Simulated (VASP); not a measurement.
Wanted: the native input for a VASP 6.6.1 run.

```yaml
Task: single point
Functional: LDA
Potentials_or_basis: VASP PAW LDA potentials, release 64 (W_sv, C)
Cutoff: 520 eV
k_mesh: 11 × 11 × 11
Occupations: methfessel-paxton, width 0.1 eV
Spin: no spin polarisation
Dipole_correction: no
Further_INCAR_settings: ALGO = Normal; EDIFF = 1e-07; NBANDS = 16
```

The structure of WC lies in POSCAR:

```
WC
1.0
    0.0000000000      2.1529886616      2.1529886616
    2.1529886616      0.0000000000      2.1529886616
    2.1529886616      2.1529886616      0.0000000000
W C
1 1
Direct
    0.0000000000      0.0000000000      0.0000000000
    0.5000000000      0.5000000000      0.5000000000
```

The input as run:

INCAR

```
SYSTEM = WC
ALGO = Normal
EDIFF = 1E-7
ENCUT = 520
GGA = CA
ISIF = 2
ISMEAR = 1
LASPH = .TRUE.
LCHARG = .FALSE.
LREAL = .FALSE.
LWAVE = .FALSE.
NBANDS = 16
NELM = 80
PREC = Accurate
SIGMA = 0.1
```

KPOINTS

```
k-points
0
G
  11 11 11
  0 0 0
```

Potentials or basis: VASP PAW LDA potentials, release 64 (W_sv, C).

The run is started by

```sh
$ cat potpaw_LDA.64/W_sv/POTCAR potpaw_LDA.64/C/POTCAR > POTCAR
$ mpirun -np 1 vasp_std > vasp.out
```

Results of the run:

```
Pressure               : 7.4 GPa
Band gap on the k mesh : zero (band 9 reaches 14.16 eV, above the bottom of band 10 at 10.85 eV)
```

Caveat: spin-orbit coupling is left out, which moves the levels of the heavy elements.

Wall time 5.2 s on 1 thread of Intel(R) Xeon(R) 6975P-C (Granite Rapids) (shared host), peak memory 0.14 GiB.
